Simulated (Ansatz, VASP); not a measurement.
Two plane-wave programs on In3Se

```
In Se
1.0
     4.58785    0.00000    0.00000
     0.00000    4.58785    0.00000
     0.00000    0.00000    4.58785
In Se
3 1
Direct
  0.00000 0.50000 0.50000
  0.50000 0.00000 0.50000
  0.50000 0.50000 0.00000
  0.03270 0.00000 0.00000
```

Alike in both runs: task single point; functional PBEsol; dispersion D3(BJ); k mesh 10 × 10 × 10; occupations gaussian, width 0.15 eV; no spin polarisation.

|  | VASP | Ansatz |
| --- | --- | --- |
| version | VASP 6.6.1 | Ansatz 0.2.0 |
| potentials or method | VASP PAW PBE potentials, release 64 (In_d, Se), cutoff 520 eV | scalar-relativistic, plane waves, PAW |
| valence electrons in the cell | 45 | 55 |

|  | VASP | Ansatz | Ansatz less VASP |
| --- | --- | --- | --- |
| gap on the k mesh at the Fermi level (eV) | none | none | - |
| pressure (GPa) | 0.1 | 0.1 | +0.01 |
| traceless stress, the component that is largest in VASP (GPa) | -0.14 | -0.14 | 0.000 |
| rms of the force components (eV/Å) | 0.061 | 0.060 | -0.0011 |

VASP's potentials were made for PBE, not for PBEsol. Atom by atom the forces differ by 0.001 eV/Å (rms over components). A gap of «none» marks a metal or a gap that the smearing closes. VASP's potentials hold 45 valence electrons a cell and Ansatz's 55, so a difference there can come from the potentials and not from the codes.
